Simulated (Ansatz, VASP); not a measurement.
In6As: VASP beside Ansatz

```
In As
1.0
     4.80696    2.77530    2.38280
    -4.80696    2.77530    2.38280
     0.00000   -5.55060    2.38280
In As
6 1
Cartesian
  1.1723 1.6227 2.1165
  -1.1723 -1.6227 5.0318
  0.8192 -1.8266 2.1165
  -0.8192 1.8266 5.0318
  1.9915 -0.2039 5.0318
  -1.9915 0.2039 2.1165
  0.0000 0.0000 0.0000
```

Change from the starting cell: built by hand: ordered fcc 6:1 substitution (R-3, No. 148).

Alike in both runs: functional PBE; k mesh 3 × 3 × 3; occupations gaussian, width 0.2 eV; no spin polarisation.

Ansatz relaxed the structure, and its values are those at the end. VASP's run is a single point on that final structure, the one shown.

|  | VASP | Ansatz |
| --- | --- | --- |
| version | VASP 6.6.1 | Ansatz 0.2.0 |
| potentials or method | VASP PAW PBE potentials, release 64 (In_d, As), cutoff 520 eV | scalar-relativistic, plane waves, PAW |
| valence electrons in the cell | 83 | 93 |

```csv
,VASP,Ansatz,Ansatz less VASP
gap on the k mesh at the Fermi level (eV),none,none,-
pressure (GPa),0.3,0.4,+0.01
rms of the force components (eV/Å),0.030,0.029,-0.0008
```

A gap of «none» marks a metal or a gap that the smearing closes. The functional is the same, so the differences come from potentials, cutoffs and numerics. VASP's potentials hold 83 valence electrons a cell and Ansatz's 93, so a difference there can come from the potentials and not from the codes.

The k mesh is coarse, so the values compare programs but aren't converged.
